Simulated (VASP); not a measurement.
# Zn7S8 (a cell with a defect) in VASP: further runs

The runs below take Zn7S8 (a cell with a defect) through single point, with PBEsol.

Everything below comes from runs of VASP 6.6.1. Logs are shortened: lines on timing, memory, paths and dates and some standing lists are left out, and cuts for length are marked.

## (1) The cell of the first run

The cell holds a defect, 15 atoms: a = 7.270 Å, b = 7.270 Å, c = 7.563 Å, α = 105.07°, β = 105.07°, γ = 117.31°.

## (2) Single point, PBEsol (atoms taken out, then relaxed in part)

INCAR reads:

```
ALGO = Normal ; EDIFF = 1E-6
ENCUT = 520 ; GGA = PS
ISIF = 2 ; ISMEAR = 0
LASPH = T ; LCHARG = F
LREAL = Auto ; LWAVE = F
NBANDS = 79 ; NELM = 60
PREC = Accurate ; SIGMA = 0.05
```

KPOINTS reads:

```
k-points
0
Gamma
  4 4 4
```

POSCAR reads:

```
Zn7S8
1.0
    1.8907847459     -3.2749352461      6.2089941882
    1.8907847459     -3.2749352461     -6.2089941882
    3.7815694918      6.5498704922      0.0000000000
Zn S
7 8
Direct
    0.8376642536      0.8347500635      0.1724143170
    0.3282147076      0.3271825068      0.6630115216
    0.8358290148      0.8347968140      0.6630115216
    0.9151573538      0.4045145288      0.3306222375
    0.4261077086      0.9154648837      0.3306222375
    0.9212627581      0.4107835567      0.8320463148
    0.4226497638      0.9195329677      0.8421827314
    0.5211304278      0.1482796870      0.1694101149
    0.0236584577      0.6436559651      0.1673144228
    0.5213758191      0.1422751083      0.6663049218
    0.0240298135      0.6449291027      0.6663049218
    0.1091455263      0.2279810124      0.3305550752
    0.6025740627      0.7214095489      0.3305550752
    0.1077450052      0.2275474073      0.8352924125
    0.6074003294      0.7262851786      0.8336855080
```

Potentials or basis: VASP PAW PBE potentials, release 64 (Zn, S).

Launch:

```console
$ cat potpaw_PBE.64/Zn/POTCAR potpaw_PBE.64/S/POTCAR > POTCAR
$ mpirun -np 1 vasp_std > vasp.out
```

OUTCAR:

```text
EDIFF = 1E-6
   ENCUT = 520
   GGA = PS
   ISIF = 2
   ISMEAR = 0
   LASPH = T
   LREAL = Auto
   NELM = 60
   PREC = Accurate

 ion  position               nearest neighbor table
   1  0.838  0.835  0.172-  12 2.31  13 2.31   9 2.34  15 2.34
   2  0.328  0.327  0.663-  12 2.30  14 2.30  15 2.34  10 2.35
   3  0.836  0.835  0.663-  13 2.30  14 2.30  15 2.34  11 2.35
   4  0.915  0.405  0.331-   8 2.30  12 2.30  11 2.35   9 2.35
   5  0.426  0.915  0.331-   8 2.30  13 2.30  10 2.35   9 2.35
   6  0.921  0.411  0.832-  14 2.30  10 2.34  11 2.34   9 2.34
   7  0.423  0.920  0.842-   8 2.29  10 2.34  11 2.34  15 2.35
   8  0.521  0.148  0.169-   7 2.29   5 2.30   4 2.30
   9  0.024  0.644  0.167-   6 2.34   1 2.34   5 2.35   4 2.35
  10  0.521  0.142  0.666-   6 2.34   7 2.34   5 2.35   2 2.35
  11  0.024  0.645  0.666-   6 2.34   7 2.34   4 2.35   3 2.35
  12  0.109  0.228  0.331-   4 2.30   2 2.30   1 2.31
  13  0.603  0.721  0.331-   5 2.30   3 2.30   1 2.31
  14  0.108  0.228  0.835-   6 2.30   3 2.30   2 2.30
  15  0.607  0.726  0.834-   2 2.34   3 2.34   1 2.34   7 2.35

  LATTYP: Found a face centered orthorhombic cell.
 ALAT       =     7.5631389836
 B/A-ratio  =     1.6419093188
 C/A-ratio  =     1.7320508076

  Lattice vectors:

 A1 = (   5.6723542377,   3.2749352461,  -6.2089941882)
 A2 = (   7.5631389836,  -0.0000000000,   0.0000000000)
 A3 = (   1.8907847459,  -3.2749352461,  -6.2089941882)

Analysis of symmetry for initial positions (statically):
=====================================================================
 Subroutine PRICEL returns:
 Original cell was already a primitive cell.

 Routine SETGRP: Setting up the symmetry group for a
 face centered orthorhombic supercell.

 Subroutine GETGRP returns: Found  2 space group operations
 (whereof  1 operations were pure point group operations)
 out of a pool of  8 trial point group operations.

The static configuration has the point symmetry C_1 .
 The point group associated with its full space group is C_1h.

Analysis of symmetry for dynamics (positions and initial velocities):
=====================================================================
 Subroutine PRICEL returns:
 Original cell was already a primitive cell.

 Routine SETGRP: Setting up the symmetry group for a
 face centered orthorhombic supercell.

 Subroutine GETGRP returns: Found  2 space group operations
 (whereof  1 operations were pure point group operations)
 out of a pool of  8 trial point group operations.

The dynamic configuration has the point symmetry C_1 .
 The point group associated with its full space group is C_1h.

 Subroutine INISYM returns: Found  2 space group operations
 (whereof  1 operations are pure point group operations),
 and found     1 'primitive' translations

----------------------------------------------------------------------------------------

                                     Primitive cell

  volume of cell :     307.5786

  direct lattice vectors                    reciprocal lattice vectors
     1.890784746 -3.274935246  6.208994188     0.132220233 -0.076337387  0.080528341
     1.890784746 -3.274935246 -6.208994188     0.132220233 -0.076337387 -0.080528341
     3.781569492  6.549870492  0.000000000     0.132220233  0.076337387  0.000000000

  length of vectors
     7.269929618  7.269929618  7.563138984     0.172610546  0.172610546  0.152674774

  position of ions in fractional coordinates (direct lattice)
     0.837664254  0.834750064  0.172414317
     0.328214708  0.327182507  0.663011522
     0.835829015  0.834796814  0.663011522
     0.915157354  0.404514529  0.330622238
     0.426107709  0.915464884  0.330622238
     0.921262758  0.410783557  0.832046315
     0.422649764  0.919532968  0.842182731
     0.521130428  0.148279687  0.169410115
     0.023658458  0.643655965  0.167314423
     0.521375819  0.142275108  0.666304922
     0.024029814  0.644929103  0.666304922
     0.109145526  0.227981012  0.330555075
     0.602574063  0.721409549  0.330555075
     0.107745005  0.227547407  0.835292413
     0.607400329  0.726285179  0.833685508
[... 26 lines left out ...]

 Generating k-lattice:

  Cartesian coordinates                     Fractional coordinates (reciprocal lattice)
     0.033055058 -0.019084347  0.020132085     0.250000000  0.000000000 -0.000000000
     0.033055058 -0.019084347 -0.020132085     0.000000000  0.250000000 -0.000000000
     0.033055058  0.019084347  0.000000000    -0.000000000 -0.000000000  0.250000000

  Length of vectors
     0.043152636  0.043152636  0.038168694

  Shift w.r.t. Gamma in fractional coordinates (k-lattice)
     0.000000000  0.000000000  0.000000000

 Subroutine IBZKPT returns following result:
 ===========================================

 Found     24 irreducible k-points:

 Following reciprocal coordinates:
            Coordinates               Weight
  0.000000  0.000000  0.000000      1.000000
  0.250000  0.000000  0.000000      4.000000
  0.000000 -0.250000  0.000000      4.000000
  0.500000  0.000000  0.000000      2.000000
  0.000000  0.500000  0.000000      2.000000
  0.250000  0.250000  0.000000      4.000000
[... 16 lines left out ...]
 -0.250000  0.250000  0.500000      2.000000
  0.500000  0.500000  0.500000      1.000000
   k-points           NKPTS =     24   k-points in BZ     NKDIM =     24   number of bands    NBANDS=     79
   number of dos      NEDOS =    301   number of ions     NIONS =     15
   total plane-waves  NPLWV = 163296
   dimension x,y,z NGX =    54 NGY =   54 NGZ =   56
   dimension x,y,z NGXF=   108 NGYF=  108 NGZF=  112
   ions per type =               7   8
   NGX,Y,Z   is equivalent  to a cutoff of  12.35, 12.35, 12.31 a.u.
   NGXF,Y,Z  is equivalent  to a cutoff of  24.70, 24.70, 24.62 a.u.
 SYSTEM =  unknown system
   PREC   = accura    normal or accurate (medium, high low for compatibility)
   ISTART =      0    job   : 0-new  1-cont  2-samecut
   ICHARG =      2    charge: 1-file 2-atom 10-const
   ISPIN  =      1    spin polarized calculation?
   LNONCOLLINEAR =      F non collinear calculations
   LSORBIT =      F    spin-orbit coupling
   LASPH  =      T    aspherical Exc in radial PAW
   ENCUT  =  520.0 eV  38.22 Ry    6.18 a.u.  13.52 13.52 14.06*2*pi/ulx,y,z
   NELM   =     60;   NELMIN=  2; NELMDL= -5     # of ELM steps
   EDIFF  = 0.1E-05   stopping-criterion for ELM
   LREAL  =      T    real-space projection
   EDIFFG = 0.1E-04   stopping-criterion for IOM
   NSW    =      0    number of steps for IOM
   IBRION =     -1    ionic relax: 0-MD 1-quasi-New 2-CG
   NFREE  =      0    steps in history (QN), initial steepest desc. (CG)
   ISIF   =      2    stress and relaxation
   ISYM   =      2    0-nonsym 1-usesym 2-fastsym
   POTIM  = 0.5000    time-step for ionic-motion
   TEBEG  =    0.0;   TEEND  =   0.0 temperature during run
   PSTRESS=    0.0 pullay stress
   NELECT =     132.0000    total number of electrons
   NUPDOWN=      -1.0000    fix difference up-down
   EMIN   =  10.00;   EMAX   =-10.00  energy-range for DOS
   EFERMI =   0.00;   METHOD = LEGACY
   ISMEAR =     0;   SIGMA  =   0.05  broadening in eV -4-tet -1-fermi 0-gaus
   EFERMI_NEDOS =   21; number of points for ismear=-14 and -15
   IALGO  =     38    algorithm
   IMIX   =      4    mixing-type and parameters
     AMIX     =   0.40;   BMIX     =  1.00
     AMIX_MAG =   1.60;   BMIX_MAG =  1.00
  volume/ion in A,a.u.               =      20.51       138.38
  Fermi-wavevector in a.u.,A,eV,Ry     =   1.234850  2.333528 20.746898  1.524854
  Thomas-Fermi vector in A             =   2.369523
   LORBIT       =      0    0 simple, 1 ext, 2 COOP (PROOUT), +10 PAW based schemes
   GGA     = PS    functional components
   LHFCALC =     F    Hartree Fock is set to
   AEXX    =    0.0000 exact exchange contribution
   IVDW    =     0    specifies the selected vdW correction
   LEPSILON=     F    determine dielectric tensor
   LRPA    =     F    only Hartree local field effects (RPA)
 non-spin polarized calculation
 Gauss-broadening in eV      SIGMA  =   0.05
  energy-cutoff  :      520.00
  volume of cell :      307.58
 maximum number of plane-waves:      8300
   NGX = 27   NGY = 27   NGZ = 29

 number of electron     132.0000020 magnetization

 Free energy of the ion-electron system (eV)
  ---------------------------------------------------
  ext. energy  EPLUGINS =         0.00000000
  ---------------------------------------------------
  free energy    TOTEN  =       -55.03059464 eV

  energy without entropy =      -55.01749630  energy(sigma->0) =      -55.02404547

 E-fermi :   1.5262     XC(G=0):  -9.6605

 val. band max:        1.5084543472   @ k =   0.2500   0.0000   0.2500
 cond. band min:       1.5331151060   @ k =   0.5000   0.5000   0.2500
 fundamental gap:      0.0246607589
 Fermi energy:         1.5261529058

 k-point     1 :       0.0000    0.0000    0.0000
  band No.  band energies     occupation
      1     -11.3813      2.00000
      2     -10.5037      2.00000
      3     -10.4294      2.00000
      4     -10.3851      2.00000
      5     -10.1983      2.00000
      6     -10.1130      2.00000
[... 1933 lines left out ...]
     77       7.6268      0.00000
     78       7.6627      0.00000
 [bands above 78 left out]

------------------------ aborting loop because EDIFF is reached ----------------------------------------

  FORCE on cell =-STRESS in cart. coord.  units (eV):
  Direction    XX          YY          ZZ          XY          YZ          ZX
  --------------------------------------------------------------------------------------
  -------------------------------------------------------------------------------------
  Total       -3.8663336     -3.7964692     -2.9858357     -0.0605043      0.0530828      0.0919420
  in kB      -20.1397398    -19.7758163    -15.5532245     -0.3151670      0.2765084      0.4789261
  external PRESSURE =     -18.4895936 kB  Pullay stress =       0.0000000 kB

 VOLUME and BASIS-vectors are now :
 -----------------------------------------------------------------------------
  energy-cutoff  :      520.00
  volume of cell :      307.58
      direct lattice vectors                 reciprocal lattice vectors
     1.890784746 -3.274935246  6.208994188     0.132220233 -0.076337387  0.080528341
     1.890784746 -3.274935246 -6.208994188     0.132220233 -0.076337387 -0.080528341
     3.781569492  6.549870492  0.000000000     0.132220233  0.076337387  0.000000000

 POSITION                                       TOTAL-FORCE (eV/Angst)
 -----------------------------------------------------------------------------------
      3.81417     -4.34776      0.01809         0.003729      0.002153     -0.006340
      3.74644      2.19626      0.00641        -0.004422      0.001284     -0.002066
      5.66602     -1.12855      0.00641        -0.001099     -0.004471     -0.002066
      3.74549     -2.15631      3.17058         0.000297      0.001964      0.002464
      3.78690     -2.22803     -3.03842         0.001849     -0.000725      0.002464
      5.66505      1.08743      3.16956        -0.004469     -0.002580      0.007467
      5.72255      1.12063     -3.08514         0.005571      0.003216      0.006194
      1.90635     -1.08266      2.31503        -0.007846     -0.004530     -0.022932
      1.89446     -1.08952     -3.84956         0.005062      0.002923      0.005166
      3.77450      2.19080      2.35383         0.003592     -0.010135      0.003283
      3.78454      2.17341     -3.85516        -0.006981      0.008178      0.003283
      1.88745      1.06103     -0.73785        -0.004593     -0.017880      0.013109
      3.75339     -2.17087     -0.73785        -0.017781      0.004963      0.013109
      3.79268      4.37300     -0.74385         0.023792      0.013736     -0.008525
      5.67435      1.09280     -0.73816         0.003298      0.001904     -0.014612
 -----------------------------------------------------------------------------------
    total drift:                               -0.006421     -0.003715     -0.005986

  FREE ENERGIE OF THE ION-ELECTRON SYSTEM (eV)
  ---------------------------------------------------
  free  energy   TOTEN  =       -55.0305946412 eV

  energy  without entropy=      -55.0174962958  energy(sigma->0) =      -55.02404547
```

It took 20 min on 1 thread of Intel Xeon 8259CL, shared host; peak memory 0.62 GiB.

Results:

```
Free energy            : -55.0306 eV
Pressure               : -1.8 GPa
Largest force          : 0.029 eV/Å
Band gap on the k mesh : zero (bands 66 and 67 overlap by 0.57 eV)
```

Forces on the atoms (eV/Å):
```
Zn   0.004  0.002 -0.006
Zn  -0.004  0.001 -0.002
Zn  -0.001 -0.004 -0.002
Zn   0.000  0.002  0.002
Zn   0.002 -0.001  0.002
Zn  -0.004 -0.003  0.007
Zn   0.006  0.003  0.006
S   -0.008 -0.005 -0.023
S    0.005  0.003  0.005
S    0.004 -0.010  0.003
S   -0.007  0.008  0.003
S   -0.005 -0.018  0.013
S   -0.018  0.005  0.013
S    0.024  0.014 -0.009
S    0.003  0.002 -0.015
```

Stress tensor (GPa, compression positive):
```
-2.01 -0.03  0.05
-0.03 -1.98  0.03
 0.05  0.03 -1.56
```

Caveat: the cell differs from its parent crystal (atoms taken out, then relaxed in part); the PAW data sets were made with another functional, which shifts forces and pressure a little.

## (3) Single point, PBEsol (atoms taken out, then relaxed in part)

INCAR reads:

```
ALGO     = Normal         # electronic algorithm
EDIFF    = 1E-7           # SCF threshold, eV
ENCUT    = 520            # plane-wave cutoff, eV
GGA      = PS             # functional
ISIF     = 2              # what is computed and relaxed
ISMEAR   = 0              # smearing method
LASPH    = True           # aspherical terms in the spheres
LCHARG   = True           # write CHGCAR
LELF     = True           # ELF
LREAL    = Auto         
LVHAR    = True         
LWAVE    = False          # write WAVECAR
NBANDS   = 79             # bands
NELM     = 60             # most SCF steps
PREC     = Accurate       # precision mode
SIGMA    = 0.05           # smearing width, eV
```

KPOINTS is that of step 2.

POSCAR reads:

```
Zn7S8
1.0
    1.8907847459     -3.2749352461      6.2089941882
    1.8907847459     -3.2749352461     -6.2089941882
    3.7815694918      6.5498704922      0.0000000000
Zn S
7 8
Direct
    0.8358291843      0.8347970023      0.1630117397
    0.3282147374      0.3271825554      0.1630117397
    0.8376640541      0.8347502956      0.6724143497
    0.9212630253      0.4107834326      0.3320464579
    0.4226496016      0.9195328336      0.3421824352
    0.9151574319      0.4045146972      0.8306220344
    0.4261073372      0.9154646025      0.8306220344
    0.5213762511      0.1422752150      0.1663048218
    0.0240296068      0.6449285707      0.1663048218
    0.5211306409      0.1482795793      0.6694102202
    0.0236582354      0.6436558662      0.6673141016
    0.1077454039      0.2275476092      0.3352930130
    0.6074002161      0.7262851943      0.3336854104
    0.1091454352      0.2279812361      0.8305550768
    0.6025738406      0.7214096416      0.8305550768
```

Potentials or basis: VASP PAW PBE potentials, release 64 (Zn, S).

Launch:

```console
$ cat potpaw_PBE.64/Zn/POTCAR potpaw_PBE.64/S/POTCAR > POTCAR
$ mpirun -np 1 vasp_std > vasp.out
```

Run time: 24 min. Hardware: 1 thread of Intel Xeon 8259CL, shared host; peak memory 0.62 GiB.

Results (log left out):

| Item | Value |
| --- | --- |
| Free energy | -55.0306 eV |
| Pressure | -1.9 GPa |
| Largest force | 0.029 eV/Å |
| Band gap on the k mesh | zero (bands 66 and 67 overlap by 0.57 eV) |

Forces in eV/Å, atoms in the order of the input:
```
Zn  -0.001 -0.005 -0.002
Zn  -0.004  0.001 -0.002
Zn   0.004  0.002 -0.006
Zn  -0.004 -0.003  0.008
Zn   0.006  0.003  0.006
Zn   0.000  0.002  0.003
Zn   0.002 -0.001  0.003
S    0.004 -0.010  0.003
S   -0.007  0.008  0.003
S   -0.008 -0.005 -0.023
S    0.005  0.003  0.005
S    0.024  0.014 -0.009
S    0.003  0.002 -0.015
S   -0.005 -0.018  0.013
S   -0.018  0.005  0.013
```

Stress tensor (GPa, compression positive):
```
-2.04 -0.03  0.05
-0.03 -2.00  0.03
 0.05  0.03 -1.58
```

Levels at points of the mesh, in eV from the Fermi level:
| k point | band 62 | band 63 | band 64 | band 65 | band 66 | band 67 | band 68 | band 69 | band 70 | band 71 |
| --- | --- | --- | --- | --- | --- | --- | --- | --- | --- | --- |
| (0.00, 0.00, 0.00) | -0.58 | -0.34 | -0.33 | 0.33 | 0.39 | 0.40 | 2.70 | 3.49 | 3.75 | 3.92 |
| (0.50, 0.00, 0.00) | -0.95 | -0.81 | -0.54 | -0.36 | -0.10 | 0.01 | 4.05 | 4.28 | 4.75 | 4.96 |
| (0.00, 0.50, 0.00) | -0.92 | -0.77 | -0.54 | -0.36 | -0.16 | 0.02 | 4.12 | 4.45 | 4.73 | 4.86 |
| (0.50, 0.50, 0.00) | -0.55 | -0.46 | -0.18 | -0.18 | 0.13 | 0.15 | 3.84 | 3.90 | 3.91 | 4.00 |
| (0.00, 0.00, 0.50) | -0.93 | -0.73 | -0.32 | -0.20 | 0.01 | 0.15 | 4.21 | 4.37 | 4.39 | 4.68 |
| (0.50, 0.50, 0.50) | -0.94 | -0.87 | -0.83 | -0.77 | -0.53 | -0.14 | 4.54 | 4.61 | 4.68 | 4.93 |

Caveat: the cell differs from its parent crystal (atoms taken out, then relaxed in part); the PAW data sets were made with another functional, which shifts forces and pressure a little.

The gap in the log of VASP goes by the Fermi energy; the results here count the filled bands.